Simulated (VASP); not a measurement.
# MoS2 in VASP: single point with PBE+D3(BJ)

Aim: the single point of MoS2 with PBE+D3(BJ).

Program: VASP 6.6.1. These are calculated values, not measurements. Logs are shortened: lines on timing, memory, paths and dates and some standing lists are left out, and cuts for length are marked.

**1. The cell of the first run**

The cell holds a sheet with vacuum, 6 atoms: a = 3.160 Å, b = 3.160 Å, c = 25.280 Å, α = 90.00°, β = 90.00°, γ = 120.00°.

**2. Single point, PBE+D3(BJ)**

INCAR reads:

```
SYSTEM = MoS2
ALGO     = Normal         ! electronic algorithm
DIPOL    = 0.5 0.5 0.500
EDIFF    = 1E-7           ! SCF threshold, eV
ENCUT    = 520            ! plane-wave cutoff, eV
GGA      = PE             ! functional
IDIPOL   = 3            
ISIF     = 2              ! what is computed and relaxed
ISMEAR   = 0              ! smearing method
IVDW     = 12             ! dispersion correction
LASPH    = .TRUE.         ! aspherical terms in the spheres
LCHARG   = .FALSE.        ! write CHGCAR
LDIPOL   = .TRUE.       
LREAL    = .FALSE.        ! projectors in reciprocal space
LWAVE    = .FALSE.        ! write WAVECAR
NBANDS   = 35             ! bands
NELM     = 60             ! most SCF steps
PREC     = Accurate       ! precision mode
SIGMA    = 0.01           ! smearing width, eV
```

KPOINTS reads:

```
k-points
0
G
  12 12 1
  0 0 0
```

POSCAR reads:

```
MoS2
1.0
    3.1600000000      0.0000000000      0.0000000000
   -1.5800000000      2.7366402760      0.0000000000
    0.0000000000      0.0000000000     25.2800000000
S Mo
4 2
Direct
    0.6666666667      0.3333333333      0.3183238146
    0.6666666667      0.3333333333      0.4420590776
    0.3333333333      0.6666666667      0.5579411839
    0.3333333333      0.6666666667      0.6816757991
    0.3333333333      0.6666666667      0.3802251952
    0.6666666667      0.3333333333      0.6197749296
```

Potentials or basis: VASP PAW PBE potentials, release 64 (S, Mo_sv).

Started as:

```bash
$ cat potpaw_PBE.64/S/POTCAR potpaw_PBE.64/Mo_sv/POTCAR > POTCAR
$ mpirun -np 1 vasp_std > vasp.out
```

OUTCAR:

```text
SYSTEM = MoS2
   EDIFF = 1E-7
   ENCUT = 520
   GGA = PE
   ISIF = 2
   ISMEAR = 0
   IVDW = 12
   LASPH = .TRUE.
   LREAL = .FALSE.
   NELM = 60
   PREC = Accurate
 IVDW          = 12

 ion  position               nearest neighbor table
   1  0.667  0.333  0.318-   5 2.40   5 2.40   5 2.40
   2  0.667  0.333  0.442-   5 2.40   5 2.40   5 2.40
   3  0.333  0.667  0.558-   6 2.40   6 2.40   6 2.40
   4  0.333  0.667  0.682-   6 2.40   6 2.40   6 2.40
   5  0.333  0.667  0.380-   2 2.40   2 2.40   2 2.40   1 2.40   1 2.40   1 2.40
   6  0.667  0.333  0.620-   3 2.40   3 2.40   3 2.40   4 2.40   4 2.40   4 2.40

  LATTYP: Found a hexagonal cell.
 ALAT       =     3.1600000000
 C/A-ratio  =     8.0000000000

  Lattice vectors:

 A1 = (   3.1600000000,   0.0000000000,   0.0000000000)
 A2 = (  -1.5800000000,   2.7366402760,   0.0000000000)
 A3 = (   0.0000000000,   0.0000000000,  25.2800000000)

Analysis of symmetry for initial positions (statically):
=====================================================================
 Subroutine PRICEL returns:
 Original cell was already a primitive cell.

 Routine SETGRP: Setting up the symmetry group for a
 hexagonal supercell.

 Subroutine GETGRP returns: Found 12 space group operations
 (whereof 12 operations were pure point group operations)
 out of a pool of 24 trial point group operations.

The static configuration has the point symmetry D_3d.

Analysis of symmetry for dynamics (positions and initial velocities):
=====================================================================
 Subroutine PRICEL returns:
 Original cell was already a primitive cell.

 Routine SETGRP: Setting up the symmetry group for a
 hexagonal supercell.

 Subroutine GETGRP returns: Found 12 space group operations
 (whereof 12 operations were pure point group operations)
 out of a pool of 24 trial point group operations.

The dynamic configuration has the point symmetry D_3d.

 Subroutine INISYM returns: Found 12 space group operations
 (whereof 12 operations are pure point group operations),
 and found     1 'primitive' translations

----------------------------------------------------------------------------------------

                                     Primitive cell

  volume of cell :     218.6160

  direct lattice vectors                    reciprocal lattice vectors
     3.160000000  0.000000000  0.000000000     0.316455696  0.182705781  0.000000000
    -1.580000000  2.736640276  0.000000000     0.000000000  0.365411563  0.000000000
     0.000000000  0.000000000 25.280000000     0.000000000  0.000000000  0.039556962

  length of vectors
     3.160000000  3.160000000 25.280000000     0.365411563  0.365411563  0.039556962

  position of ions in fractional coordinates (direct lattice)
     0.666666667  0.333333333  0.318323815
     0.666666667  0.333333333  0.442059078
     0.333333333  0.666666667  0.557941184
     0.333333333  0.666666667  0.681675799
     0.333333333  0.666666667  0.380225195
     0.666666667  0.333333333  0.619774930

  ion indices of the primitive-cell ions
   primitive index   ion index
                 1           1
                 2           2
                 3           3
                 4           4
                 5           5
                 6           6

----------------------------------------------------------------------------------------

 KPOINTS: k-points

Automatic generation of k-mesh.
 Grid dimensions read from file:
 generate k-points for:   12   12    1

 Generating k-lattice:

  Cartesian coordinates                     Fractional coordinates (reciprocal lattice)
     0.026371308  0.015225482  0.000000000     0.083333333 -0.000000000  0.000000000
     0.000000000  0.030450964  0.000000000     0.000000000  0.083333333  0.000000000
     0.000000000  0.000000000  0.039556962     0.000000000  0.000000000  1.000000000

  Length of vectors
     0.030450964  0.030450964  0.039556962

  Shift w.r.t. Gamma in fractional coordinates (k-lattice)
     0.000000000  0.000000000  0.000000000

 Subroutine IBZKPT returns following result:
 ===========================================

 Found     19 irreducible k-points:

 Following reciprocal coordinates:
            Coordinates               Weight
  0.000000  0.000000  0.000000      1.000000
  0.083333  0.000000  0.000000      6.000000
  0.166667  0.000000  0.000000      6.000000
  0.250000 -0.000000  0.000000      6.000000
  0.333333  0.000000  0.000000      6.000000
  0.416667  0.000000  0.000000      6.000000
[... 11 lines left out ...]
  0.333333  0.250000  0.000000     12.000000
  0.333333  0.333333  0.000000      2.000000
   k-points           NKPTS =     19   k-points in BZ     NKDIM =     19   number of bands    NBANDS=     35
   number of dos      NEDOS =    301   number of ions     NIONS =      6
   total plane-waves  NPLWV = 110592
   dimension x,y,z NGX =    24 NGY =   24 NGZ =  192
   dimension x,y,z NGXF=    48 NGYF=   48 NGZF=  384
   ions per type =               4   2
   NGX,Y,Z   is equivalent  to a cutoff of  12.63, 12.63, 12.63 a.u.
   NGXF,Y,Z  is equivalent  to a cutoff of  25.25, 25.25, 25.25 a.u.
 SYSTEM =  MoS2
   PREC   = accura    normal or accurate (medium, high low for compatibility)
   ISTART =      0    job   : 0-new  1-cont  2-samecut
   ICHARG =      2    charge: 1-file 2-atom 10-const
   ISPIN  =      1    spin polarized calculation?
   LNONCOLLINEAR =      F non collinear calculations
   LSORBIT =      F    spin-orbit coupling
   LASPH  =      T    aspherical Exc in radial PAW
   ENCUT  =  520.0 eV  38.22 Ry    6.18 a.u.   5.88  5.88 47.00*2*pi/ulx,y,z
   NELM   =     60;   NELMIN=  2; NELMDL= -5     # of ELM steps
   EDIFF  = 0.1E-06   stopping-criterion for ELM
   LREAL  =      F    real-space projection
   EDIFFG = 0.1E-05   stopping-criterion for IOM
   NSW    =      0    number of steps for IOM
   IBRION =     -1    ionic relax: 0-MD 1-quasi-New 2-CG
   NFREE  =      0    steps in history (QN), initial steepest desc. (CG)
   ISIF   =      2    stress and relaxation
   ISYM   =      2    0-nonsym 1-usesym 2-fastsym
   POTIM  = 0.5000    time-step for ionic-motion
   TEBEG  =    0.0;   TEEND  =   0.0 temperature during run
   PSTRESS=    0.0 pullay stress
   NELECT =      52.0000    total number of electrons
   NUPDOWN=      -1.0000    fix difference up-down
   EMIN   =  10.00;   EMAX   =-10.00  energy-range for DOS
   EFERMI =   0.00;   METHOD = LEGACY
   ISMEAR =     0;   SIGMA  =   0.01  broadening in eV -4-tet -1-fermi 0-gaus
   EFERMI_NEDOS =   21; number of points for ismear=-14 and -15
   IALGO  =     38    algorithm
   IMIX   =      4    mixing-type and parameters
     AMIX     =   0.40;   BMIX     =  1.00
     AMIX_MAG =   1.60;   BMIX_MAG =  1.00
  volume/ion in A,a.u.               =      36.44       245.88
  Fermi-wavevector in a.u.,A,eV,Ry     =   1.014336  1.916818 13.998738  1.028878
  Thomas-Fermi vector in A             =   2.147558
   LORBIT       =      0    0 simple, 1 ext, 2 COOP (PROOUT), +10 PAW based schemes
   GGA     = PE    functional components
   LHFCALC =     F    Hartree Fock is set to
   AEXX    =    0.0000 exact exchange contribution
   IVDW    =    12    specifies the selected vdW correction
   LEPSILON=     F    determine dielectric tensor
   LRPA    =     F    only Hartree local field effects (RPA)
 non-spin polarized calculation
 Gauss-broadening in eV      SIGMA  =   0.01
  energy-cutoff  :      520.00
  volume of cell :      218.62
 maximum number of plane-waves:      5918
 NGX is ok and might be reduce to    24
   NGX = 11   NGY = 11   NGZ = 95

 number of electron      52.0000001 magnetization

 dipolmoment           0.000000      0.000000     -0.000015 electrons x Angstroem

 Free energy of the ion-electron system (eV)
  ---------------------------------------------------
  ext. energy  EPLUGINS =         0.00000000
  ---------------------------------------------------
  free energy    TOTEN  =       -43.63034230 eV

  energy without entropy =      -43.63034230  energy(sigma->0) =      -43.63034230

 E-fermi :   0.9848     XC(G=0):  -5.6706

 val. band max:        0.8420588291   @ k =   0.0000   0.0000   0.0000
 cond. band min:       2.0560902055   @ k =   0.1667   0.1667   0.0000
 fundamental gap:      1.2140313764
 Fermi energy:         0.9848150856

 k-point     1 :       0.0000    0.0000    0.0000
  band No.  band energies     occupation
      1     -60.5016      2.00000
      2     -60.5004      2.00000
      3     -34.6577      2.00000
      4     -34.6565      2.00000
      5     -34.4282      2.00000
      6     -34.4282      2.00000
[... 27 lines left out ...]
     34       3.4429      0.00000
     35       5.7697      0.00000

 k-point     2 :       0.0833    0.0000    0.0000
  band No.  band energies     occupation
      1     -60.4989      2.00000
      2     -60.4976      2.00000
      3     -34.6523      2.00000
      4     -34.6511      2.00000
      5     -34.4557      2.00000
      6     -34.4544      2.00000
[... 27 lines left out ...]
     34       3.3704      0.00000
     35       5.9300      0.00000

 k-point     3 :       0.1667    0.0000    0.0000
  band No.  band energies     occupation
      1     -60.4913      2.00000
      2     -60.4901      2.00000
      3     -34.6375      2.00000
      4     -34.6363      2.00000
      5     -34.5302      2.00000
      6     -34.5289      2.00000
[... 27 lines left out ...]
     34       3.7918      0.00000
     35       6.3438      0.00000

 k-point     4 :       0.2500   -0.0000    0.0000
  band No.  band energies     occupation
      1     -60.4810      2.00000
      2     -60.4798      2.00000
      3     -34.6306      2.00000
      4     -34.6294      2.00000
      5     -34.6173      2.00000
      6     -34.6161      2.00000
[... 27 lines left out ...]
     34       4.2464      0.00000
     35       6.9620      0.00000

 k-point     5 :       0.3333    0.0000    0.0000
  band No.  band energies     occupation
      1     -60.4707      2.00000
      2     -60.4695      2.00000
      3     -34.7295      2.00000
      4     -34.7282      2.00000
      5     -34.5970      2.00000
      6     -34.5958      2.00000
[... 448 lines left out ...]
 k-point    17 :       0.2500    0.2500    0.0000
  band No.  band energies     occupation
      1     -60.4604      2.00000
      2     -60.4592      2.00000
      3     -34.7536      2.00000
      4     -34.7524      2.00000
      5     -34.5966      2.00000
      6     -34.5954      2.00000
[... 27 lines left out ...]
     34       5.2244      0.00000
     35       7.9094      0.00000

 k-point    18 :       0.3333    0.2500    0.0000
  band No.  band energies     occupation
      1     -60.4566      2.00000
      2     -60.4554      2.00000
      3     -34.7585      2.00000
      4     -34.7573      2.00000
      5     -34.6365      2.00000
      6     -34.6352      2.00000
[... 27 lines left out ...]
     34       5.2929      0.00000
     35       7.3162      0.00000

 k-point    19 :       0.3333    0.3333    0.0000
  band No.  band energies     occupation
      1     -60.4552      2.00000
      2     -60.4540      2.00000
      3     -34.7285      2.00000
      4     -34.7272      2.00000
      5     -34.6833      2.00000
      6     -34.6820      2.00000
[... 27 lines left out ...]
     34       5.2963      0.00000
     35       7.2212      0.00000

------------------------ aborting loop because EDIFF is reached ----------------------------------------

 vacuum level on the upper side and lower side of the slab       (xc-potential included)        -0.060        -0.060

 Edisp (eV)   -2.24374

 E8    (eV) :    -0.9367

  FORCE on cell =-STRESS in cart. coord.  units (eV):
  Direction    XX          YY          ZZ          XY          YZ          ZX
  --------------------------------------------------------------------------------------
  -------------------------------------------------------------------------------------
  Total      -0.55580    -0.55580    -0.13135     0.00000     0.00000    -0.00000
  in kB      -4.07328    -4.07328    -0.96266     0.00000     0.00000    -0.00000
  external pressure =       -3.04 kB  Pullay stress =        0.00 kB

 VOLUME and BASIS-vectors are now :
 -----------------------------------------------------------------------------
  energy-cutoff  :      520.00
  volume of cell :      218.62
      direct lattice vectors                 reciprocal lattice vectors
     3.160000000  0.000000000  0.000000000     0.316455696  0.182705781  0.000000000
    -1.580000000  2.736640276  0.000000000     0.000000000  0.365411563  0.000000000
     0.000000000  0.000000000 25.280000000     0.000000000  0.000000000  0.039556962

 POSITION                                       TOTAL-FORCE (eV/Angst)
 -----------------------------------------------------------------------------------
      1.58000      0.91221      8.04723        -0.000000      0.000000      0.012953
      1.58000      0.91221     11.17525         0.000000      0.000000     -0.010732
     -0.00000      1.82443     14.10475         0.000000     -0.000000      0.010732
     -0.00000      1.82443     17.23276         0.000000     -0.000000     -0.012953
     -0.00000      1.82443      9.61209        -0.000000     -0.000000     -0.002592
      1.58000      0.91221     15.66791        -0.000000      0.000000      0.002592
 -----------------------------------------------------------------------------------
    total drift:                               -0.000000     -0.000000     -0.007410

  FREE ENERGIE OF THE ION-ELECTRON SYSTEM (eV)
  ---------------------------------------------------
  free  energy   TOTEN  =       -45.8740857100 eV

  energy  without entropy=      -45.8740857100  energy(sigma->0) =      -45.87408571

 vacuum level on the upper side and lower side of the slab         6.186         6.186
```

Wall time 2.5 min (1 thread of Intel Xeon 6975P-C (Granite Rapids), shared host); peak memory 0.39 GiB.

What came out:

```yaml
Free_energy: -45.8741 eV
Largest_force: 0.013 eV/Å
Band_gap_on_the_k_mesh: 1.21 eV, indirect (least direct gap 1.72 eV)
Dispersion_energy_per_atom: -0.374 eV
```

Forces on the atoms (eV/Å):
```
S    0.000  0.000  0.013
S    0.000  0.000 -0.011
S    0.000  0.000  0.011
S    0.000  0.000 -0.013
Mo   0.000  0.000 -0.003
Mo   0.000  0.000  0.003
```
